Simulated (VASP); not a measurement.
# CaSe in VASP: a series of runs, part 2 of 2

VASP 6.6.1.

## 4. Electric field gradients, LDA (atom 2 (Se) moved by [0.0, 0.0, 0.05] A)

Input file INCAR:

```
SYSTEM = CaSe
ALGO = Normal ; EDIFF = 1E-8
ENCUT = 520 ; GGA = CA
ISIF = 2 ; ISMEAR = -1
LASPH = .TRUE. ; LCHARG = .FALSE.
LEFG = .TRUE. ; LREAL = .FALSE.
LWAVE = .FALSE. ; NBANDS = 15
NELM = 100 ; PREC = Accurate
SIGMA = 0.03
```

Input file KPOINTS:

```
k-points
0
G
  9 9 9
  0 0 0
```

Input file POSCAR:

```
CaSe
1.0
    0.0000000000      2.9702381052      2.9702381052
    2.9702381052      0.0000000000      2.9702381052
    2.9702381052      2.9702381052      0.0000000000
Ca Se
1 1
Direct
    0.0000000000      0.0000000000      0.0000000000
    0.5084168336      0.5084168336      0.4915831664
```

Potentials or basis: VASP PAW LDA potentials, release 64 (Ca_sv, Se).

Launch:

```console
> cat potpaw_LDA.64/Ca_sv/POTCAR potpaw_LDA.64/Se/POTCAR > POTCAR
> mpirun -np 1 vasp_std > vasp.out
```

OUTCAR:

```text
SYSTEM = CaSe
   EDIFF = 1E-8
   ENCUT = 520
   GGA = CA
   ISIF = 2
   ISMEAR = -1
   LASPH = .TRUE.
   LREAL = .FALSE.
   NELM = 100
   PREC = Accurate

 ion  position               nearest neighbor table
   1  0.000  0.000  0.000-   2 2.92   2 2.97   2 2.97   2 2.97   2 2.97
   2  0.508  0.508  0.492-   1 2.92   1 2.97   1 2.97   1 2.97   1 2.97

  LATTYP: Found a face centered cubic cell.
 ALAT       =     5.9404762104

  Lattice vectors:

 A1 = (   0.0000000000,   2.9702381052,   2.9702381052)
 A2 = (   2.9702381052,   0.0000000000,   2.9702381052)
 A3 = (   2.9702381052,   2.9702381052,   0.0000000000)

Analysis of symmetry for initial positions (statically):
=====================================================================
 Subroutine PRICEL returns:
 Original cell was already a primitive cell.

 Routine SETGRP: Setting up the symmetry group for a
 face centered cubic supercell.

 Subroutine GETGRP returns: Found  8 space group operations
 (whereof  8 operations were pure point group operations)
 out of a pool of 48 trial point group operations.

The static configuration has the point symmetry C_4v.

Analysis of symmetry for dynamics (positions and initial velocities):
=====================================================================
 Subroutine PRICEL returns:
 Original cell was already a primitive cell.

 Routine SETGRP: Setting up the symmetry group for a
 face centered cubic supercell.

 Subroutine GETGRP returns: Found  8 space group operations
 (whereof  8 operations were pure point group operations)
 out of a pool of 48 trial point group operations.

The dynamic configuration has the point symmetry C_4v.

 Subroutine INISYM returns: Found  8 space group operations
 (whereof  8 operations are pure point group operations),
 and found     1 'primitive' translations

----------------------------------------------------------------------------------------

                                     Primitive cell

  volume of cell :      52.4087

  direct lattice vectors                    reciprocal lattice vectors
     0.000000000  2.970238105  2.970238105    -0.168336673  0.168336673  0.168336673
     2.970238105  0.000000000  2.970238105     0.168336673 -0.168336673  0.168336673
     2.970238105  2.970238105  0.000000000     0.168336673  0.168336673 -0.168336673

  length of vectors
     4.200551012  4.200551012  4.200551012     0.291567670  0.291567670  0.291567670

  position of ions in fractional coordinates (direct lattice)
     0.000000000  0.000000000  0.000000000
     0.508416834  0.508416834  0.491583166

  ion indices of the primitive-cell ions
   primitive index   ion index
                 1           1
                 2           2

----------------------------------------------------------------------------------------

 KPOINTS: k-points

Automatic generation of k-mesh.
 Grid dimensions read from file:
 generate k-points for:    9    9    9

 Generating k-lattice:

  Cartesian coordinates                     Fractional coordinates (reciprocal lattice)
[... 75 lines left out ...]
   ISMEAR =    -1;   SIGMA  =   0.03  broadening in eV -4-tet -1-fermi 0-gaus
   EFERMI_NEDOS =   21; number of points for ismear=-14 and -15
   IALGO  =     38    algorithm
   IMIX   =      4    mixing-type and parameters
     AMIX     =   0.40;   BMIX     =  1.00
     AMIX_MAG =   1.60;   BMIX_MAG =  1.00
  volume/ion in A,a.u.               =      26.20       176.84
  Fermi-wavevector in a.u.,A,eV,Ry     =   1.102335  2.083111 16.533014  1.215142
  Thomas-Fermi vector in A             =   2.238776
   LORBIT       =      0    0 simple, 1 ext, 2 COOP (PROOUT), +10 PAW based schemes
   GGA     = CA    functional components
   LHFCALC =     F    Hartree Fock is set to
   AEXX    =    0.0000 exact exchange contribution
   IVDW    =     0    specifies the selected vdW correction
   LEPSILON=     F    determine dielectric tensor
   LRPA    =     F    only Hartree local field effects (RPA)
 non-spin polarized calculation
  energy-cutoff  :      520.00
  volume of cell :       52.41
 maximum number of plane-waves:      1424
   NGX = 15   NGY = 15   NGZ = 15

 number of electron      15.9999998 magnetization

 Free energy of the ion-electron system (eV)
  ---------------------------------------------------
  ext. energy  EPLUGINS =         0.00000000
  ---------------------------------------------------
  free energy    TOTEN  =       -10.53906854 eV

  energy without entropy =      -10.53906854  energy(sigma->0) =      -10.53906854

 E-fermi :   2.8465     XC(G=0):  -9.4428

 val. band max:        2.2540816975   @ k =   0.0000   0.0000   0.0000
 cond. band min:       4.1897099875   @ k =   0.4444   0.4444   0.0000
 fundamental gap:      1.9356282900
 Fermi energy:         2.8465159956

 k-point     1 :       0.0000    0.0000    0.0000
  band No.  band energies     occupation
      1     -37.0548      2.00000
      2     -18.3439      2.00000
      3     -18.3433      2.00000
      4     -18.3433      2.00000
      5      -9.5368      2.00000
      6       2.2520      2.00000
      7       2.2541      2.00000
      8       2.2541      2.00000
      9       5.2944      0.00000
     10       5.8101      0.00000
     11       5.8152      0.00000
     12       5.8152      0.00000
     13       6.4062      0.00000
     14       6.4174      0.00000
[... 401 lines left out ...]
      2     -18.4070      2.00000
      3     -18.3620      2.00000
      4     -18.3617      2.00000
      5      -9.1006      2.00000
      6      -0.0894      2.00000
      7       1.3517      2.00000
      8       1.5009      2.00000
      9       4.9892      0.00000
     10       6.8641      0.00000
     11       7.0049      0.00000
     12       7.6545      0.00000
     13       7.6634      0.00000
     14      10.0450      0.00000
     15      10.3826      0.00000

 [... further k-points ...]
[... 5 lines left out ...]
  --------------------------------------------------------------------------------------
  -------------------------------------------------------------------------------------
  Total       -1.1557659     -1.1557659     -1.1065830      0.0000000      0.0000000      0.0000000
  in kB      -35.3326869    -35.3326869    -33.8291261      0.0000000      0.0000000      0.0000000
  external PRESSURE =     -34.8315000 kB  Pullay stress =       0.0000000 kB

 VOLUME and BASIS-vectors are now :
 -----------------------------------------------------------------------------
  energy-cutoff  :      520.00
  volume of cell :       52.41
      direct lattice vectors                 reciprocal lattice vectors
     0.000000000  2.970238105  2.970238105    -0.168336673  0.168336673  0.168336673
     2.970238105  0.000000000  2.970238105     0.168336673 -0.168336673  0.168336673
     2.970238105  2.970238105  0.000000000     0.168336673  0.168336673 -0.168336673

 POSITION                                       TOTAL-FORCE (eV/Angst)
 -----------------------------------------------------------------------------------
      0.00000      0.00000      0.00000         0.000000      0.000000      0.131278
      2.97024      2.97024      3.02024         0.000000      0.000000     -0.131278
 -----------------------------------------------------------------------------------
    total drift:                                0.000000      0.000000     -0.000014

  FREE ENERGIE OF THE ION-ELECTRON SYSTEM (eV)
  ---------------------------------------------------
  free  energy   TOTEN  =       -10.5390685438 eV

  energy  without entropy=      -10.5390685438  energy(sigma->0) =      -10.53906854

 Electric field gradients (V/A^2)
---------------------------------------------------------------------
 ion       V_xx      V_yy      V_zz      V_xy      V_xz      V_yz
---------------------------------------------------------------------
   1       0.151     0.151    -0.302     0.000     0.000     0.000
   2       0.443     0.443    -0.886    -0.000    -0.000    -0.000
---------------------------------------------------------------------

 Electric field gradients after diagonalization (V/A^2)
 (convention: |V_zz| > |V_xx| > |V_yy|)
----------------------------------------------------------------------
 ion       V_xx      V_yy      V_zz     asymmetry (V_yy - V_xx)/ V_zz
----------------------------------------------------------------------
   1       0.151     0.150    -0.302       0.002
   2       0.443     0.443    -0.886       0.001
----------------------------------------------------------------------

           NMR quadrupolar parameters

 Cq : quadrupolar parameter    Cq=e*Q*V_zz/h
 eta: asymmetry parameters     (V_yy - V_xx)/ V_zz
 Q  : nuclear electric quadrupole moment in mb (millibarn)
----------------------------------------------------------------------
 ion       Cq(MHz)       eta       Q (mb)
----------------------------------------------------------------------
   1      -0.001       0.002       1.000
   2      -0.002       0.001       1.000
----------------------------------------------------------------------
```

Wall time 21 s (1 thread of Intel Xeon Platinum 8488C (Sapphire Rapids), shared host); peak memory 0.19 GiB.

What came out:

- Free energy: -10.5391 eV
- Pressure: -3.5 GPa
- Largest force: 0.131 eV/Å
- Band gap on the k mesh: 1.94 eV (least direct gap 2.85 eV)
- Largest electric field gradient by atom: Ca -0.3; Se -0.9 V/Å²

Forces on the atoms (eV/Å):
```
Ca   0.000  0.000  0.131
Se   0.000  0.000 -0.131
```

Stress tensor (GPa, compression positive):
```
-3.53  0.00  0.00
 0.00 -3.53  0.00
 0.00  0.00 -3.38
```

Electric field gradients, principal values (V/Å²):
| atom | least | middle | greatest (by size) |
| --- | --- | --- | --- |
| 1 Ca | 0.150 | 0.151 | -0.302 |
| 2 Se | 0.443 | 0.443 | -0.886 |

Caveat: the cell differs from its parent crystal (atom 2 (Se) moved by [0.0, 0.0, 0.05] A); the cell stands under tension; without QUAD_EFG the Cq values of the log hold for a quadrupole moment of 1 mb, not for the nuclei. A k mesh can miss the band edges.
